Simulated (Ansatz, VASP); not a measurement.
# One calculation of Ca, two programs

```
Ca
1.0
     3.98000    0.00000    0.00000
    -1.99000    3.44678    0.00000
     0.00000    0.00000    7.04160
Ca
2
Direct
  0.33333 0.66667 0.25000
  0.66667 0.33333 0.75000
```

Change from the starting cell: strain +0.000 along x and y, +0.080 along z, atoms carried along.

Alike in both runs: task single point; functional PBE; k mesh 15 × 15 × 8; occupations gaussian, width 0.15 eV; no spin polarisation.

```csv
,VASP,Ansatz
version,VASP 6.6.1,Ansatz 0.2.0
potentials or method,"VASP PAW PBE potentials, release 64 (Ca_sv), cutoff 520 eV","scalar-relativistic, plane waves, PAW"
valence electrons in the cell,20,20
```

|  | VASP | Ansatz | Ansatz less VASP |
| --- | --- | --- | --- |
| gap on the k mesh at the Fermi level (eV) | none | none | - |
| pressure (GPa) | -1.8 | -1.8 | 0.00 |
| traceless stress, the component that is largest in VASP (GPa) | -1.26 | -1.25 | +0.003 |

A gap of «none» marks a metal or a gap that the smearing closes.
